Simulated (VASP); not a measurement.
A run of VASP 6.6.1 is set up as follows.

Contents of INCAR:

```
ALGO = Normal
EDIFF = 1E-8
ENCUT = 520
GGA = PS
ISIF = 2
ISMEAR = -1
LASPH = T
LCHARG = F
LEFG = T
LREAL = F
LWAVE = F
NBANDS = 16
NELM = 100
PREC = Accurate
SIGMA = 0.05
```

KPOINTS

```
k-points
0
Gamma
  17 17 17
```

Contents of POSCAR:

```
TiN
1.0
    0.0000000000      2.1290498857      2.1290498857
    2.1290498857      0.0000000000      2.1290498857
    2.1290498857      2.1290498857      0.0000000000
Ti N
1 1
Direct
    0.0000000000      0.0000000000      0.0000000000
    0.5000000000      0.5000000000      0.5000000000
```

Potentials or basis: VASP PAW PBE potentials, release 64 (Ti_sv, N).

Launch:

```bash
$ cat potpaw_PBE.64/Ti_sv/POTCAR potpaw_PBE.64/N/POTCAR > POTCAR
$ mpirun -np 1 vasp_std > vasp.out
```

Q: What does it give for the pressure?

A: -10.2 GPa.

Caveat: without QUAD_EFG the Cq values of the log hold for a quadrupole moment of 1 mb, not for the nuclei; the PAW data sets were made with another functional, which shifts forces and pressure a little.
